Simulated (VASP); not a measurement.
A run of VASP 6.6.1:

INCAR

```
PREC     = Accurate       # precision mode
ENCUT    = 520            # plane-wave cutoff, eV
EDIFF    = 1E-8           # SCF threshold, eV
ISMEAR   = -1             # smearing method
SIGMA    = 0.05           # smearing width, eV
LREAL    = F              # projectors in reciprocal space
LASPH    = T              # aspherical terms in the spheres
NELM     = 60             # most SCF steps
ALGO     = Normal         # electronic algorithm
ISIF     = 2              # what is computed and relaxed
LWAVE    = F              # write WAVECAR
LCHARG   = F              # write CHGCAR
GGA      = PE             # functional
LEFG     = T            
ISYM     = 0            
NBANDS   = 18             # bands
```

KPOINTS

```
regular mesh
0
Gamma
  11 11 14
```

File POSCAR:

```
Si2W
1.0
   -1.6271340025      1.6271340025      3.9918480510
    1.6271340025     -1.6271340025      3.9918480510
    1.6271340025      1.6271340025     -3.9918480510
Si W
2 1
Direct
    0.3330000000      0.3330000000      0.0000000000
    0.6670000000      0.6670000000      0.0000000000
    0.0000000000      0.0000000000      0.0000000000
```

Potentials or basis: VASP PAW PBE potentials, release 64 (Si, W_sv).

Run with:

```sh
$ cat potpaw_PBE.64/Si/POTCAR potpaw_PBE.64/W_sv/POTCAR > POTCAR
$ mpirun -np 1 vasp_std > vasp.out
```

Hardware: 1 thread of Intel(R) Xeon(R) 6975P-C (Granite Rapids) (shared host).

**Question.** Estimate the wall time of this run.

**Answer.** Run time: 5.5 min on 1 thread of Intel(R) Xeon(R) 6975P-C (Granite Rapids), with other jobs on the host, peak memory 0.69 GiB. Counts: scf iterations 15, k points 848.
